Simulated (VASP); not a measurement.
# MgAl15HN16 (a cell with a defect) in VASP: a series of runs, part 2 of 2

VASP 6.6.1. The steps go on from the part before.

### 3 Single point, PBE

The input, INCAR:

```
PREC = Accurate
ENCUT = 520
EDIFF = 1E-6
ISMEAR = 0
SIGMA = 0.01
LREAL = Auto
LASPH = True
NELM = 80
ALGO = Normal
ISIF = 2
LWAVE = False
LCHARG = True
GGA = PE
LELF = True
LVHAR = True
NBANDS = 86
```

The input, KPOINTS:

```
Automatic mesh
0
Gamma
  1 1 1
  0.25 0.25 0.25
```

The input, POSCAR:

```
MgAl15HN16
1.0
    6.2595139128      0.0000000578      0.0000000000
   -3.1297570064      5.4208980350      0.0000000000
    0.0000000000      0.0000000000     10.0348065929
Al Mg N H
15 1 16 1
Direct
    0.3297819290      0.1709116665      0.2372462960
    0.3326978727      0.1678275971      0.7539889055
    0.1643233818      0.3362435922      0.9981620281
    0.3322308120      0.6708268310      0.2502063971
    0.1532908859      0.8159520320      0.5061951453
    0.3324603115      0.6644348000      0.7521376820
    0.1641034131      0.8335552379      0.9999777303
    0.8298014288      0.1684195194      0.2501613487
    0.6845994899      0.3472459870      0.5061583865
    0.8359636512      0.1679860900      0.7521593724
    0.6670007085      0.3365156824      0.9999910835
    0.8313474950      0.6692903320      0.2497965012
    0.6626073010      0.8377535087      0.5011062983
    0.8312013356      0.6694541722      0.7528516377
    0.6648018412      0.8357590776      1.0011461537
    0.1703632259      0.3299184012      0.4985245970
    0.3499365284      0.1506107108      0.4311683846
    0.1643115124      0.3363841730      0.1896251023
    0.3316904549      0.1688694735      0.9436240303
    0.1690258924      0.3312639614      0.7004944375
    0.3381566964      0.6850373182      0.4368801781
    0.1639904805      0.8334466570      0.1886304534
    0.3315783491      0.6713987667      0.9417504058
    0.1660954611      0.8322061824      0.6929312753
    0.8152377860      0.1621235109      0.4368201571
    0.6670970536      0.3365620480      0.1886240667
    0.8291092469      0.1689926922      0.9417790866
    0.6684296290      0.3345537585      0.6929192057
    0.8294827649      0.6710027419      0.4405025997
    0.6664961746      0.8341413697      0.1897138905
    0.8301856845      0.6703511330      0.9409442362
    0.6667421175      0.8336019099      0.6915429936
    0.4437551211      0.0565612877      0.4043931606
```

Potentials or basis: VASP PAW PBE potentials, release 64 (Al, Mg, N, H).

The run is started by

```sh
$ cat potpaw_PBE.64/Al/POTCAR potpaw_PBE.64/Mg/POTCAR potpaw_PBE.64/N/POTCAR potpaw_PBE.64/H/POTCAR > POTCAR
$ mpirun -np 1 vasp_std > vasp.out
```

OUTCAR:

```text
PREC = Accurate
   ENCUT = 520
   EDIFF = 1E-6
   ISMEAR = 0
   LREAL = Auto
   LASPH = True
   NELM = 80
   ISIF = 2
   GGA = PE

 ion  position               nearest neighbor table
   1  0.330  0.171  0.237-  18 1.86  26 1.89  22 1.89  17 1.96  33 2.08   3 3.00  11 3.00   7 3.00
                             4 3.12   8 3.12  12 3.13  12 3.13  16 3.14   8 3.14   4 3.14   9 3.31
   2  0.333  0.168  0.754-  20 1.85  19 1.90  24 1.92  28 1.92   3 3.06   7 3.06  11 3.06  16 3.11
                             6 3.11  10 3.11  14 3.13  14 3.13   5 3.13   9 3.13  10 3.15   6 3.15
   3  0.164  0.336  0.998-  19 1.90  23 1.90  27 1.90  18 1.92   1 3.00   6 3.04  10 3.04   2 3.06
                             8 3.11   4 3.11   7 3.11  11 3.11  15 3.13  15 3.13  11 3.15   7 3.15
[... 763 lines left out ...]

 VOLUME and BASIS-vectors are now :
 -----------------------------------------------------------------------------
  energy-cutoff  :      520.00
  volume of cell :      340.50
      direct lattice vectors                 reciprocal lattice vectors
     6.259513913  0.000000058  0.000000000     0.159756813  0.092235641  0.000000000
    -3.129757006  5.420898035  0.000000000    -0.000000002  0.184471279  0.000000000
     0.000000000  0.000000000 10.034806593     0.000000000  0.000000000  0.099653141

 POSITION                                       TOTAL-FORCE (eV/Angst)
 -----------------------------------------------------------------------------------
      1.52936      0.92649      2.38072         0.106873     -0.069770      0.005557
      1.55727      0.90978      7.56613         0.132386     -0.070046      0.012151
     -0.02378      1.82274     10.01636        -0.131344      0.074207     -0.000375
     -0.01992      3.63648      2.51077         0.129472     -0.070466     -0.002367
     -1.59421      4.42319      5.07957        -0.078119      0.125907     -0.002443
      0.00152      3.60183      7.54756         0.107682     -0.070821     -0.001510
[... 25 lines left out ...]
      1.56451      4.51887      6.93950        -0.182063      0.112826     -0.055071
      2.60067      0.30661      4.05801         0.138336     -0.077110     -0.020565
 -----------------------------------------------------------------------------------
    total drift:                                0.006268     -0.003477      0.023580

  FREE ENERGIE OF THE ION-ELECTRON SYSTEM (eV)
  ---------------------------------------------------
  free  energy   TOTEN  =      -240.0858916550 eV

  energy  without entropy=     -240.0858916550  energy(sigma->0) =     -240.08589166
```

OSZICAR:

```text
N       E                     dE             d eps       ncg     rms          rms(c)
DAV:   1     0.551622246983E+03    0.55162E+03   -0.59857E+04  1032   0.135E+03
DAV:   2    -0.221998704878E+03   -0.77362E+03   -0.74636E+03  1316   0.273E+02
DAV:   3    -0.276255019985E+03   -0.54256E+02   -0.53919E+02  1248   0.772E+01
DAV:   4    -0.277045713816E+03   -0.79069E+00   -0.78837E+00  1256   0.101E+01
DAV:   5    -0.277061825075E+03   -0.16111E-01   -0.16095E-01  1256   0.141E+00    0.340E+01
DAV:   6    -0.240127095676E+03    0.36935E+02   -0.15347E+02  1200   0.349E+01    0.119E+01
DAV:   7    -0.240212116792E+03   -0.85021E-01   -0.47389E+00  1216   0.703E+00    0.812E+00
DAV:   8    -0.240100236609E+03    0.11188E+00   -0.50259E-01  1240   0.297E+00    0.121E+00
DAV:   9    -0.240080969516E+03    0.19267E-01   -0.10572E-01  1264   0.121E+00    0.648E-01
DAV:  10    -0.240085187895E+03   -0.42184E-02   -0.42807E-02  1248   0.658E-01    0.343E-01
DAV:  11    -0.240085351706E+03   -0.16381E-03   -0.78275E-03  1344   0.383E-01    0.189E-01
DAV:  12    -0.240085876891E+03   -0.52519E-03   -0.25649E-03  1200   0.188E-01    0.384E-02
DAV:  13    -0.240085886580E+03   -0.96892E-05   -0.37438E-04  1248   0.693E-02    0.255E-02
DAV:  14    -0.240085890845E+03   -0.42652E-05   -0.32401E-05  1248   0.210E-02    0.208E-02
DAV:  15    -0.240085892671E+03   -0.18255E-05   -0.50639E-06  1152   0.870E-03    0.102E-02
DAV:  16    -0.240085891384E+03    0.12870E-05   -0.11817E-05  1272   0.137E-02    0.171E-03
DAV:  17    -0.240085891655E+03   -0.27114E-06   -0.25184E-06   784   0.621E-03
   1 F= -.24008589E+03 E0= -.24008589E+03  d E =-.634613E-36
```

stdout:

```text
POSCAR found type information on POSCAR AlMgN H
 POSCAR found :  4 types and      33 ions
 scaLAPACK will be used
 LDA part: xc-table for (Slater+PW92), standard interpolation
 POSCAR, INCAR and KPOINTS ok, starting setup
 FFT: planning ... GRIDC
 FFT: planning ... GRID_SOFT
 FFT: planning ... GRID
 WAVECAR not read
 entering main loop
```

Run time: 3.5 min. Hardware: 1 thread of Intel Xeon 6975P-C (Granite Rapids), shared host; peak memory 0.5 GiB.

What came out:

* Free energy: -240.0859 eV
* Pressure: 3.1 GPa
* Largest force: 0.243 eV/Å
* Band gap on the k mesh: 5.39 eV

Forces on the atoms (eV/Å):
```
Al   0.107 -0.070  0.006
Al   0.132 -0.070  0.012
Al  -0.131  0.074  0.000
Al   0.129 -0.070 -0.002
Al  -0.078  0.126 -0.002
Al   0.108 -0.071 -0.002
Al  -0.114  0.074  0.000
Al   0.126 -0.080  0.001
Al  -0.149  0.000  0.001
Al   0.111 -0.061 -0.003
Al  -0.121  0.058 -0.004
Al   0.096 -0.059  0.004
Al  -0.066  0.038  0.019
Al   0.123 -0.077  0.013
Al  -0.125  0.071  0.011
Mg  -0.090  0.052 -0.001
N    0.070 -0.043  0.073
N   -0.212  0.119 -0.013
N    0.189 -0.109  0.026
N   -0.185  0.114 -0.020
N    0.133 -0.111 -0.032
N   -0.162  0.106  0.008
N    0.186 -0.106 -0.005
N   -0.158  0.101  0.016
N    0.167 -0.051 -0.028
N   -0.168  0.098  0.009
N    0.188 -0.109 -0.007
N   -0.172  0.080  0.017
N    0.099 -0.053  0.010
N   -0.166  0.093 -0.021
N    0.178 -0.098 -0.007
N   -0.182  0.113 -0.055
H    0.138 -0.077 -0.021
```

Stress tensor (GPa, compression positive):
```
 1.47  0.00  0.43
 0.00  1.47 -0.26
 0.43 -0.26  6.34
```

Levels at points of the mesh, in eV from the valence-band top:
```csv
k point,band 61,band 62,band 63,band 64,band 65,band 66,band 67,band 68
"(0.25, 0.25, 0.25)",-0.62,-0.57,-0.34,-0.04,5.40,5.95,6.08,6.19
```

Caveat: the k points lie up to 0.58 Å⁻¹ apart.
